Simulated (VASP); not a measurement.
Set up this calculation in VASP 6.6.1, as the native input.

| Quantity | Value |
| --- | --- |
| Task | single point |
| Functional | LDA |
| Potentials or basis | VASP PAW LDA potentials, release 64 (C) |
| Cutoff | 520 eV |
| k mesh | 9 × 9 × 4 |
| Occupations | gaussian, width 0.1 eV |
| Spin | no spin polarisation |
| Dipole correction | no |
| Further INCAR settings | ALGO = Normal; EDIFF = 1e-06; NBANDS = 16 |

The structure of C lies in POSCAR:

```
C
1.0
    2.5200000000      0.0000000000      0.0000000000
   -1.2600000000      2.1823840175      0.0000000000
    0.0000000000      0.0000000000      4.1800000000
C
4
Direct
    0.3333333333      0.6666666667      0.0000000000
    0.6666666667      0.3333333333      0.5000000000
    0.3333333333      0.6666666667      0.3740000000
    0.6666666667      0.3333333333      0.8740000000
```

The input as run:

INCAR

```
PREC = Accurate
ENCUT = 520
EDIFF = 1E-6
ISMEAR = 0
SIGMA = 0.1
LREAL = F
LASPH = T
NELM = 80
ALGO = Normal
ISIF = 2
LWAVE = F
LCHARG = T
LELF = T
LVHAR = T
NBANDS = 16
```

KPOINTS

```
Automatic mesh
0
Gamma
  9 9 4
```

Potentials or basis: VASP PAW LDA potentials, release 64 (C).

Run with:

```bash
$ cat potpaw_LDA.64/C/POTCAR > POTCAR
$ mpirun -np 1 vasp_std > vasp.out
```

It gave:

- Pressure: -15.9 GPa
- Largest force: 0.094 eV/Å
- Band gap on the k mesh: 3.11 eV, indirect (least direct gap 4.83 eV)

Run time: 15 s on 1 thread of Intel Xeon 8259CL (shared host), peak memory 0.12 GiB.
